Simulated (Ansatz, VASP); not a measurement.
# Two plane-wave programs on Zn4HO4

File INCAR:

```
ALGO = Normal ; EDIFF = 1E-7
ENCUT = 520 ; GGA = PE
ISIF = 2 ; ISMEAR = 0
LASPH = T ; LCHARG = F
LREAL = F ; LWAVE = F
NBANDS = 46 ; NELM = 60
PREC = Accurate ; SIGMA = 0.05
```

File KPOINTS:

```
k-points
0
Gamma
  4 4 8
```

File POSCAR:

```
Zn4HO4
1.0
    5.6098780345      0.0000000000      0.0000000000
    0.0000000000      5.6098780345      0.0000000000
    0.0000000000      0.0000000000      3.2790255992
Zn O H
4 4 1
Direct
    0.1816262562      0.1816262562      0.5000000000
    0.8183737438      0.8183737438      0.5000000000
    0.6816262562      0.3183737438      0.0000000000
    0.3183737438      0.6816262562      0.0000000000
    0.8184651117      0.1815348883      0.5000000000
    0.1815348883      0.8184651117      0.5000000000
    0.6815348883      0.6815348883      0.0000000000
    0.3184651117      0.3184651117      0.0000000000
    0.9999176225      0.4433737438      0.3750000000
```

Input for Ansatz:

```yaml
crystal:
  lattice:
    - [5.6098780345, 0.0, 0.0]
    - [0.0, 5.6098780345, 0.0]
    - [0.0, 0.0, 3.2790255992]
  atoms:
    - { symbol: Zn, position: [0.1816262562, 0.1816262562, 0.5] }
    - { symbol: Zn, position: [0.8183737438, 0.8183737438, 0.5] }
    - { symbol: Zn, position: [0.6816262562, 0.3183737438, 0.0] }
    - { symbol: Zn, position: [0.3183737438, 0.6816262562, 0.0] }
    - { symbol: O, position: [0.8184651117, 0.1815348883, 0.5] }
    - { symbol: O, position: [0.1815348883, 0.8184651117, 0.5] }
    - { symbol: O, position: [0.6815348883, 0.6815348883, 0.0] }
    - { symbol: O, position: [0.3184651117, 0.3184651117, 0.0] }
    - { symbol: H, position: [0.9999176225, 0.4433737438, 0.375] }
basis:
  ecutwfc: 420
kpoints:
  mp_grid: { grid: [4, 4, 8] }
hamiltonian:
  xc: pbe
  pseudopotentials: { kind: paw, azcp: { folder: soft_1 } }
scf:
  occupations: { method: gaussian, width: 0.05 }
output:
  forces: true
  stress: true
  eigenvalues: true
  write_density: true
  write_potential: true
  elf: true
  volumetric_format: npy
```

Alike in both runs: task single point; functional PBE; k mesh 4 × 4 × 8; occupations gaussian, width 0.05 eV; no spin polarisation.

|  | VASP | Ansatz |
| --- | --- | --- |
| version | VASP 6.6.1 | Ansatz 0.2.0 |
| potentials or method | VASP PAW PBE potentials, release 64 (Zn, O, H), cutoff 520 eV | scalar-relativistic, plane waves, PAW |
| valence electrons in the cell | 73 | 73 |

VASP gave:

| Item | Value |
| --- | --- |
| gap on the k mesh at the Fermi level (eV) | none |
| pressure (GPa) | 3.8 |
| traceless stress, the component that is largest in VASP (GPa) | -1.66 |
| rms of the force components (eV/Å) | 0.290 |

Question: What did Ansatz give for the same quantities?

Answer: gap on the k mesh at the Fermi level (eV): none; pressure (GPa): 2.9; traceless stress, the component that is largest in VASP (GPa): -1.61; rms of the force components (eV/Å): 0.289.

Atom by atom the forces differ by 0.004 eV/Å (rms over components). A gap of «none» marks a metal or a gap that the smearing closes. The functional is the same, so the differences come from potentials, cutoffs and numerics.
